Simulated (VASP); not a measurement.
Wanted: the native input for a VASP 6.6.1 run.

```
Task                   : relaxation of cell and atoms
Functional             : LDA
Potentials or basis    : VASP PAW LDA potentials, release 64 (V_sv)
Cutoff                 : 600 eV
k mesh                 : 15 × 15 × 15
Occupations            : fermi-dirac, width 0.1 eV
Spin                   : no spin polarisation
Target pressure        : 150 GPa
Dipole correction      : no
Further INCAR settings : ALGO = Normal; EDIFF = 1e-06; IBRION = 2; EDIFFG = -0.005; NSW = 60; ISIF = 3
```

The structure of V lies in POSCAR:

```
V
1.0
    0.0000000000      2.1223593004      2.1223593004
    2.1223593004      0.0000000000      2.1223593004
    2.1223593004      2.1223593004      0.0000000000
V
2
Direct
   -0.1250000000     -0.1250000000     -0.1250000000
    0.1250000000      0.1250000000      0.1250000000
```

One way to write it, as run:

INCAR

```
SYSTEM = V
ALGO = Normal ; EDIFF = 1E-6
EDIFFG = -0.005 ; ENCUT = 600
IBRION = 2 ; ISIF = 3
ISMEAR = -1 ; LASPH = .True.
LCHARG = .False. ; LREAL = .False.
LWAVE = .False. ; NELM = 80
NSW = 60 ; PREC = Accurate
PSTRESS = 1500.0 ; SIGMA = 0.1
```

KPOINTS

```
k-points
0
Gamma
  15 15 15
  0 0 0
```

Potentials or basis: VASP PAW LDA potentials, release 64 (V_sv).

The run is started by

```bash
$ cat potpaw_LDA.64/V_sv/POTCAR > POTCAR
$ mpirun -np 1 vasp_std > vasp.out
```

It gave:

| Property | Result |
| --- | --- |
| Relaxed volume | 9.87 Å³/atom |
| Relaxed cell | a = 3.034 Å, b = 3.034 Å, c = 3.034 Å, α = 60.00°, β = 60.00°, γ = 60.00° |
| Space group after relaxing (to 0.05 Å) | Fd-3m (No. 227) |
| Energy change on relaxing (the enthalpy is what falls) | -313.6 meV/atom |
| Ionic steps | 17 |
| Pressure after relaxing | 150.0 GPa |
| Band gap on the k mesh | zero (band 13 reaches 15.32 eV, above the bottom of band 14 at 12.70 eV) |

Caveat: the cell is relaxed towards a set pressure, so the enthalpy falls and the energy may rise.

Wall time 95 s on 1 thread of Intel(R) Xeon(R) Platinum 8375C CPU @ 2.90GHz (Ice Lake), on a shared host, peak memory 0.16 GiB.
